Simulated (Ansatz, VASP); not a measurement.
Two plane-wave programs on Si2H10O

```
O H Si
1.0
     8.62671    0.00000    0.00000
     0.00000    8.62671    0.00000
     0.00000    0.00000    8.62671
O H Si
3 30 6
Direct
  0.80047 0.55761 0.09261
  0.72838 0.27485 0.23171
  0.86954 0.70179 0.45832
  0.91339 0.55411 0.08127
  0.77321 0.44993 0.12074
  0.76927 0.29937 0.33459
  0.76606 0.16984 0.21061
  0.82577 0.67207 0.35785
  0.80141 0.65181 0.53424
  0.67318 0.50897 0.65155
  0.53049 0.43681 0.88421
  0.52511 0.70618 0.78914
  0.39219 0.50073 0.64484
  0.60602 0.20257 0.60243
  0.36349 0.05869 0.61802
  0.40698 0.24157 0.40607
  0.55308 0.99759 0.41573
  0.27895 0.03475 0.16712
  0.54156 0.94739 0.10880
  0.33226 0.90121 0.92350
  0.42959 0.16375 0.96451
  0.13539 0.26842 0.77144
  0.85930 0.28695 0.83132
  0.95609 0.37642 0.58116
  0.95017 0.09914 0.63836
  0.00891 0.03920 0.94185
  0.87851 0.87950 0.13146
  0.78404 0.88618 0.86222
  0.03125 0.75908 0.92332
  0.37369 0.63430 0.15349
  0.27043 0.38268 0.23755
  0.09992 0.60644 0.21916
  0.20071 0.48648 0.98353
  0.52899 0.53898 0.74455
  0.48154 0.12448 0.50943
  0.39583 0.01174 0.04090
  0.97521 0.25676 0.70599
  0.92389 0.88908 0.96402
  0.23761 0.52738 0.14829
```

Alike in both runs: functional PBEsol; k mesh 1 × 1 × 1; occupations fermi-dirac, width 0.05 eV; no spin polarisation.

Ansatz relaxed the structure, and its values are those at the end. VASP's run is a single point on that final structure, the one shown.

|  | VASP | Ansatz |
| --- | --- | --- |
| version | VASP 6.6.1 | Ansatz 0.2.0 |
| potentials or method | VASP PAW PBE potentials, release 64 (O_h, H_h, Si), cutoff 1000 eV | scalar-relativistic, plane waves, PAW |
| valence electrons in the cell | 72 | 72 |

```csv
,VASP,Ansatz,Ansatz less VASP
gap on the k mesh at the Fermi level (eV),5.04,5.04,-0.003
rms of the force components (eV/Å),0.066,0.071,+0.0053
```

VASP's potentials were made for PBE, not for PBEsol. The functional is the same, so the differences come from potentials, cutoffs and numerics. Ansatz's warnings: xc potential rough in thin density.
